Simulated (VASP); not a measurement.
**Eu: single point with PBE**

Eu:

```xyz
1
Lattice="0.0000 2.7893 2.7893 2.7893 0.0000 2.7893 2.7893 2.7893 0.0000" Properties=species:S:1:pos:R:3 pbc="T T T"
Eu    0.0000    0.0000    0.0000
```

This isn't the form of Eu at room conditions, which is bcc.

```yaml
Program: VASP 6.6.1
Task: single point
Functional: PBE
Potentials_or_basis: VASP PAW PBE potentials, release 64 (Eu)
Cutoff: 520 eV
k_mesh: 7 × 7 × 7
Occupations: fermi-dirac, width 0.05 eV
Spin: collinear spin, ferromagnetic start
Starting_moments: "[7.0] μB"
Fixed_moment: 7 μB
Dipole_correction: no
Further_INCAR_settings: ALGO = Normal; EDIFF = 1e-06; NBANDS = 18
```

The pressure is -0.6 GPa, the net moment is 7.00 μB per cell and the site moments are Eu +6.60 μB. The valence electrons inside the program's atomic spheres are Eu 14.71.

Wall time 62 s on 1 thread of Intel(R) Xeon(R) Platinum 8175M CPU @ 2.50GHz (Skylake/Cascade Lake) (shared host), peak memory 0.21 GiB.

Caveat: the total moment is fixed, so each spin has its own Fermi level. The state reached can hang on the start; a lower one may exist.
